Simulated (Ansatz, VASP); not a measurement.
**Al: VASP beside Ansatz**

```
CELL_PARAMETERS angstrom
4.05292 0.00000 0.01856
0.00000 4.05297 0.00000
-2.01724 0.00000 2.01461
ATOMIC_POSITIONS crystal
Al 0.00000 0.00000 0.00000
Al 0.50000 0.50000 0.00000
```

Change from the starting cell: band edges of the strained film's bulk.

Alike in both runs: task single point; functional PBE; k mesh 9 × 9 × 17; occupations gaussian, width 0.1 eV; no spin polarisation.

|  | VASP | Ansatz |
| --- | --- | --- |
| version | VASP 6.6.1 | Ansatz 0.2.0 |
| potentials or method | VASP PAW PBE potentials, release 64 (Al), cutoff 520 eV | scalar-relativistic, plane waves, PAW |
| valence electrons in the cell | 6 | 6 |

```tsv
	VASP	Ansatz	Ansatz less VASP
gap on the k mesh at the Fermi level (eV)	none	none	-
pressure (GPa)	-0.6	-0.6	+0.04
traceless stress, the component that is largest in VASP (GPa)	-0.74	-0.74	+0.002
```

A gap of «none» marks a metal or a gap that the smearing closes.
